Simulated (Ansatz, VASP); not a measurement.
## Two plane-wave programs on Si

```xyz
4
Lattice="4.1104 0.0000 0.0000 0.0000 4.1104 0.0000 0.0000 0.0000 4.1104" Properties=species:S:1:pos:R:3 pbc="T T T"
Si    1.5414    1.5414    1.5414
Si    0.5138    2.5690    3.5966
Si    2.5690    3.5966    0.5138
Si    3.5966    0.5138    2.5690
```

Alike in both runs: functional PBE; k mesh 12 × 12 × 12; occupations gaussian, width 0.1 eV; no spin polarisation.

Ansatz relaxed the structure, and its values are those at the end. VASP's run is a single point on that final structure, the one shown.

|  | VASP | Ansatz |
| --- | --- | --- |
| version | VASP 6.6.1 | Ansatz 0.2.0 |
| potentials or method | VASP PAW PBE potentials, release 64 (Si), cutoff 520 eV | scalar-relativistic, plane waves, PAW |
| valence electrons in the cell | 16 | 16 |

```csv
,VASP,Ansatz,Ansatz less VASP
gap on the k mesh at the Fermi level (eV),none,none,-
pressure (GPa),0.0,0.0,+0.06
```

A gap of «none» marks a metal or a gap that the smearing closes.
